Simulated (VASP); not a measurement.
# MnO2 (Pnnm) in VASP: notebook

Runs on MnO2. Level: PBE. Tasks: single point.

All numbers are computed with VASP 6.6.1; they aren't measurements. Logs are shortened: lines on timing, memory, paths and dates and some standing lists are left out, and cuts for length are marked.

## Step 1: The cell of the first run

The typed cell holds 6 atoms: a = 4.443 Å, b = 4.447 Å, c = 2.721 Å, α = 90.00°, β = 90.00°, γ = 90.00°.

## Step 2: Single point, PBE

INCAR reads:

```
SYSTEM = MnO2
ALGO = Normal ; EDIFF = 1E-7
ENCUT = 520 ; GGA = PE
ISIF = 2 ; ISMEAR = 0
LASPH = .TRUE. ; LCHARG = .TRUE.
LELF = .TRUE. ; LREAL = .FALSE.
LVHAR = .TRUE. ; LWAVE = .FALSE.
NBANDS = 34 ; NELM = 100
PREC = Accurate ; SIGMA = 0.01
```

KPOINTS reads:

```
k-points
0
G
  8 8 12
  0 0 0
```

POSCAR reads:

```
MnO2
1.0
    4.4425383244      0.0000000000      0.0000000000
    0.0000000000      4.4467940195      0.0000000000
    0.0000000000      0.0000000000      2.7208137590
Mn O
2 4
Direct
    0.0000000000      0.0000000000      0.0000000000
    0.5000000000      0.5000000000      0.5000000000
    0.7950024290      0.2043093617      0.5000000000
    0.7049975710      0.7043093617      0.0000000000
    0.2950024290      0.2956906383      0.0000000000
    0.2049975710      0.7956906383      0.5000000000
```

Potentials or basis: VASP PAW PBE potentials, release 64 (Mn_pv, O).

Run with:

```sh
$ cat potpaw_PBE.64/Mn_pv/POTCAR potpaw_PBE.64/O/POTCAR > POTCAR
$ mpirun -np 1 vasp_std > vasp.out
```

OUTCAR:

```text
SYSTEM = MnO2
   EDIFF = 1E-7
   ENCUT = 520
   GGA = PE
   ISIF = 2
   ISMEAR = 0
   LASPH = .TRUE.
   LREAL = .FALSE.
   NELM = 100
   PREC = Accurate

 ion  position               nearest neighbor table
   1  0.000  0.000  0.000-   4 1.86   5 1.86   3 1.87   6 1.87   3 1.87   6 1.87
   2  0.500  0.500  0.500-   3 1.86   6 1.86   5 1.87   4 1.87   4 1.87   5 1.87
   3  0.795  0.204  0.500-   2 1.86   1 1.87   1 1.87
   4  0.705  0.704  0.000-   1 1.86   2 1.87   2 1.87
   5  0.295  0.296  0.000-   1 1.86   2 1.87   2 1.87
   6  0.205  0.796  0.500-   2 1.86   1 1.87   1 1.87

  LATTYP: Found a simple orthorhombic cell.
 ALAT       =     2.7208137590
 B/A-ratio  =     1.6327976546
 C/A-ratio  =     1.6343617805

  Lattice vectors:

 A1 = (   0.0000000000,   0.0000000000,   2.7208137590)
 A2 = (   4.4425383244,   0.0000000000,   0.0000000000)
 A3 = (   0.0000000000,   4.4467940195,   0.0000000000)

Analysis of symmetry for initial positions (statically):
=====================================================================
 Subroutine PRICEL returns:
 Original cell was already a primitive cell.

 Routine SETGRP: Setting up the symmetry group for a
 simple orthorhombic supercell.

 Subroutine GETGRP returns: Found  8 space group operations
 (whereof  4 operations were pure point group operations)
 out of a pool of  8 trial point group operations.

The static configuration has the point symmetry C_2h.
 The point group associated with its full space group is D_2h.

Analysis of symmetry for dynamics (positions and initial velocities):
=====================================================================
 Subroutine PRICEL returns:
 Original cell was already a primitive cell.

 Routine SETGRP: Setting up the symmetry group for a
 simple orthorhombic supercell.

 Subroutine GETGRP returns: Found  8 space group operations
 (whereof  4 operations were pure point group operations)
 out of a pool of  8 trial point group operations.

The dynamic configuration has the point symmetry C_2h.
 The point group associated with its full space group is D_2h.

 Subroutine INISYM returns: Found  8 space group operations
 (whereof  4 operations are pure point group operations),
 and found     1 'primitive' translations

----------------------------------------------------------------------------------------

                                     Primitive cell

  volume of cell :      53.7498

  direct lattice vectors                    reciprocal lattice vectors
     4.442538324  0.000000000  0.000000000     0.225096539  0.000000000  0.000000000
     0.000000000  4.446794020  0.000000000     0.000000000  0.224881116  0.000000000
     0.000000000  0.000000000  2.720813759     0.000000000  0.000000000  0.367537101

  length of vectors
     4.442538324  4.446794020  2.720813759     0.225096539  0.224881116  0.367537101

  position of ions in fractional coordinates (direct lattice)
     0.000000000  0.000000000  0.000000000
     0.500000000  0.500000000  0.500000000
     0.795002429  0.204309362  0.500000000
     0.704997571  0.704309362  0.000000000
     0.295002429  0.295690638  0.000000000
     0.204997571  0.795690638  0.500000000

  ion indices of the primitive-cell ions
   primitive index   ion index
                 1           1
                 2           2
                 3           3
                 4           4
                 5           5
                 6           6

----------------------------------------------------------------------------------------

 KPOINTS: k-points

Automatic generation of k-mesh.
 Grid dimensions read from file:
 generate k-points for:    8    8   12

 Generating k-lattice:

  Cartesian coordinates                     Fractional coordinates (reciprocal lattice)
     0.028137067  0.000000000  0.000000000     0.125000000  0.000000000  0.000000000
     0.000000000  0.028110139  0.000000000     0.000000000  0.125000000  0.000000000
     0.000000000  0.000000000  0.030628092     0.000000000  0.000000000  0.083333333

  Length of vectors
     0.028137067  0.028110139  0.030628092

  Shift w.r.t. Gamma in fractional coordinates (k-lattice)
     0.000000000  0.000000000  0.000000000

 Subroutine IBZKPT returns following result:
 ===========================================

 Found    175 irreducible k-points:

 Following reciprocal coordinates:
            Coordinates               Weight
  0.000000  0.000000  0.000000      1.000000
  0.125000  0.000000  0.000000      2.000000
  0.250000  0.000000  0.000000      2.000000
  0.375000  0.000000  0.000000      2.000000
  0.500000  0.000000  0.000000      1.000000
  0.000000  0.125000  0.000000      2.000000
[... 16 lines left out ...]
  0.250000  0.500000  0.000000      2.000000
  0.375000  0.500000  0.000000      2.000000
 [... further k-points ...]
   k-points           NKPTS =    175   k-points in BZ     NKDIM =    175   number of bands    NBANDS=     34
   number of dos      NEDOS =    301   number of ions     NIONS =      6
   total plane-waves  NPLWV =  25920
   dimension x,y,z NGX =    36 NGY =   36 NGZ =   20
   dimension x,y,z NGXF=    72 NGYF=   72 NGZF=   40
   ions per type =               2   4
   NGX,Y,Z   is equivalent  to a cutoff of  13.47, 13.46, 12.22 a.u.
   NGXF,Y,Z  is equivalent  to a cutoff of  26.94, 26.92, 24.44 a.u.
 SYSTEM =  MnO2
   PREC   = accura    normal or accurate (medium, high low for compatibility)
   ISTART =      0    job   : 0-new  1-cont  2-samecut
   ICHARG =      2    charge: 1-file 2-atom 10-const
   ISPIN  =      1    spin polarized calculation?
   LNONCOLLINEAR =      F non collinear calculations
   LSORBIT =      F    spin-orbit coupling
   LASPH  =      T    aspherical Exc in radial PAW
   ENCUT  =  520.0 eV  38.22 Ry    6.18 a.u.   8.26  8.27  5.06*2*pi/ulx,y,z
   NELM   =    100;   NELMIN=  2; NELMDL= -5     # of ELM steps
   EDIFF  = 0.1E-06   stopping-criterion for ELM
   LREAL  =      F    real-space projection
   EDIFFG = 0.1E-05   stopping-criterion for IOM
   NSW    =      0    number of steps for IOM
   IBRION =     -1    ionic relax: 0-MD 1-quasi-New 2-CG
   NFREE  =      0    steps in history (QN), initial steepest desc. (CG)
   ISIF   =      2    stress and relaxation
   ISYM   =      2    0-nonsym 1-usesym 2-fastsym
   POTIM  = 0.5000    time-step for ionic-motion
   TEBEG  =    0.0;   TEEND  =   0.0 temperature during run
   PSTRESS=    0.0 pullay stress
   NELECT =      50.0000    total number of electrons
   NUPDOWN=      -1.0000    fix difference up-down
   EMIN   =  10.00;   EMAX   =-10.00  energy-range for DOS
   EFERMI =   0.00;   METHOD = LEGACY
   ISMEAR =     0;   SIGMA  =   0.01  broadening in eV -4-tet -1-fermi 0-gaus
   EFERMI_NEDOS =   21; number of points for ismear=-14 and -15
   IALGO  =     38    algorithm
   IMIX   =      4    mixing-type and parameters
     AMIX     =   0.40;   BMIX     =  1.00
     AMIX_MAG =   1.60;   BMIX_MAG =  1.00
  volume/ion in A,a.u.               =       8.96        60.45
  Fermi-wavevector in a.u.,A,eV,Ry     =   1.598107  3.019984 34.748541  2.553946
  Thomas-Fermi vector in A             =   2.695608
   LORBIT       =      0    0 simple, 1 ext, 2 COOP (PROOUT), +10 PAW based schemes
   GGA     = PE    functional components
   LHFCALC =     F    Hartree Fock is set to
   AEXX    =    0.0000 exact exchange contribution
   IVDW    =     0    specifies the selected vdW correction
   LEPSILON=     F    determine dielectric tensor
   LRPA    =     F    only Hartree local field effects (RPA)
 non-spin polarized calculation
 Gauss-broadening in eV      SIGMA  =   0.01
  energy-cutoff  :      520.00
  volume of cell :       53.75
 maximum number of plane-waves:      1470
 NGX is ok and might be reduce to    36
   NGX = 17   NGY = 17   NGZ = 11

 number of electron      49.9999999 magnetization

 Free energy of the ion-electron system (eV)
  ---------------------------------------------------
  ext. energy  EPLUGINS =         0.00000000
  ---------------------------------------------------
  free energy    TOTEN  =       -46.50227422 eV

  energy without entropy =      -46.50185906  energy(sigma->0) =      -46.50206664

 E-fermi :   5.8439     XC(G=0): -12.2394

 val. band max:        5.8436428420   @ k =   0.0000   0.2500   0.2500
 cond. band min:       5.8487025008   @ k =   0.5000   0.2500   0.3333
 fundamental gap:      0.0050596588
 Fermi energy:         5.8438844416

 k-point     1 :       0.0000    0.0000    0.0000
  band No.  band energies     occupation
      1     -43.2490      2.00000
      2     -43.2484      2.00000
      3     -43.2158      2.00000
      4     -43.2151      2.00000
      5     -43.0619      2.00000
      6     -43.0535      2.00000
[... 26 lines left out ...]
     33      13.9266      0.00000
     34      17.4900      0.00000

 k-point     2 :       0.1250    0.0000    0.0000
  band No.  band energies     occupation
      1     -43.2478      2.00000
      2     -43.2471      2.00000
      3     -43.2171      2.00000
      4     -43.2163      2.00000
      5     -43.0615      2.00000
      6     -43.0538      2.00000
[... 26 lines left out ...]
     33      14.1423      0.00000
     34      17.4803      0.00000

 k-point     3 :       0.2500    0.0000    0.0000
  band No.  band energies     occupation
      1     -43.2444      2.00000
      2     -43.2435      2.00000
      3     -43.2208      2.00000
      4     -43.2199      2.00000
      5     -43.0606      2.00000
      6     -43.0547      2.00000
[... 26 lines left out ...]
     33      14.7198      0.00000
     34      17.3625      0.00000

 k-point     4 :       0.3750    0.0000    0.0000
  band No.  band energies     occupation
      1     -43.2392      2.00000
      2     -43.2382      2.00000
      3     -43.2263      2.00000
      4     -43.2252      2.00000
      5     -43.0593      2.00000
      6     -43.0561      2.00000
[... 26 lines left out ...]
     33      15.5014      0.00000
     34      16.9771      0.00000

 k-point     5 :       0.5000    0.0000    0.0000
  band No.  band energies     occupation
      1     -43.2335      2.00000
      2     -43.2335      2.00000
      3     -43.2310      2.00000
      4     -43.2310      2.00000
      5     -43.0577      2.00000
      6     -43.0577      2.00000
[... 621 lines left out ...]
 k-point    22 :       0.1250    0.5000    0.0000
  band No.  band energies     occupation
      1     -43.2396      2.00000
      2     -43.2396      2.00000
      3     -43.2249      2.00000
      4     -43.2249      2.00000
      5     -43.0577      2.00000
      6     -43.0577      2.00000
[... 26 lines left out ...]
     33      16.4536      0.00000
     34      16.4536      0.00000

 k-point    23 :       0.2500    0.5000    0.0000
  band No.  band energies     occupation
      1     -43.2458      2.00000
      2     -43.2458      2.00000
      3     -43.2188      2.00000
      4     -43.2188      2.00000
      5     -43.0577      2.00000
      6     -43.0577      2.00000
[... 26 lines left out ...]
     33      16.8304      0.00000
     34      16.8304      0.00000

 k-point    24 :       0.3750    0.5000    0.0000
  band No.  band energies     occupation
      1     -43.2499      2.00000
      2     -43.2499      2.00000
      3     -43.2148      2.00000
      4     -43.2148      2.00000
      5     -43.0577      2.00000
      6     -43.0577      2.00000
[... 26 lines left out ...]
     33      17.2968      0.00000
     34      17.2968      0.00000

 [... further k-points ...]

------------------------ aborting loop because EDIFF is reached ----------------------------------------

  FORCE on cell =-STRESS in cart. coord.  units (eV):
  Direction    XX          YY          ZZ          XY          YZ          ZX
  --------------------------------------------------------------------------------------
  -------------------------------------------------------------------------------------
  Total        0.3652625      0.3452308      0.4505305     -0.0000000      0.0000000      0.0000000
  in kB       10.8877637     10.2906580     13.4294351     -0.0000000      0.0000000      0.0000000
  external PRESSURE =      11.5359523 kB  Pullay stress =       0.0000000 kB

 VOLUME and BASIS-vectors are now :
 -----------------------------------------------------------------------------
  energy-cutoff  :      520.00
  volume of cell :       53.75
      direct lattice vectors                 reciprocal lattice vectors
     4.442538324  0.000000000  0.000000000     0.225096539  0.000000000  0.000000000
     0.000000000  4.446794020  0.000000000     0.000000000  0.224881116  0.000000000
     0.000000000  0.000000000  2.720813759     0.000000000  0.000000000  0.367537101

 POSITION                                       TOTAL-FORCE (eV/Angst)
 -----------------------------------------------------------------------------------
      0.00000      0.00000      0.00000         0.000000     -0.000000      0.000000
      2.22127      2.22340      1.36041         0.000000     -0.000000      0.000000
      3.53183      0.90852      1.36041        -0.014109      0.014444      0.000000
      3.13198      3.13192      0.00000         0.014109      0.014444     -0.000000
      1.31056      1.31488      0.00000        -0.014109     -0.014444      0.000000
      0.91071      3.53827      1.36041         0.014109     -0.014444      0.000000
 -----------------------------------------------------------------------------------
    total drift:                                0.000000      0.000000      0.000000

  FREE ENERGIE OF THE ION-ELECTRON SYSTEM (eV)
  ---------------------------------------------------
  free  energy   TOTEN  =       -46.5022742153 eV

  energy  without entropy=      -46.5018590638  energy(sigma->0) =      -46.50206664
```

It took 4 min on 1 thread of Intel Xeon Platinum 8488C (Sapphire Rapids), shared host; peak memory 0.35 GiB.

Results:

```
Free energy            : -46.5023 eV
Pressure               : 1.2 GPa
Largest force          : 0.020 eV/Å
Band gap on the k mesh : zero (bands 25 and 26 overlap by 0.97 eV)
```

Forces on the atoms (eV/Å):
```
Mn   0.000  0.000  0.000
Mn   0.000  0.000  0.000
O   -0.014  0.014  0.000
O    0.014  0.014  0.000
O   -0.014 -0.014  0.000
O    0.014 -0.014  0.000
```

Stress tensor (GPa, compression positive):
```
1.09 0.00 0.00
0.00 1.03 0.00
0.00 0.00 1.34
```

Caveat: the run has no spin polarisation, though such a crystal can be magnetic; semilocal functionals often make such compounds metallic where correlation or magnetic order opens a gap, which also shifts bond lengths.

(Continued in part 2 of 2.)
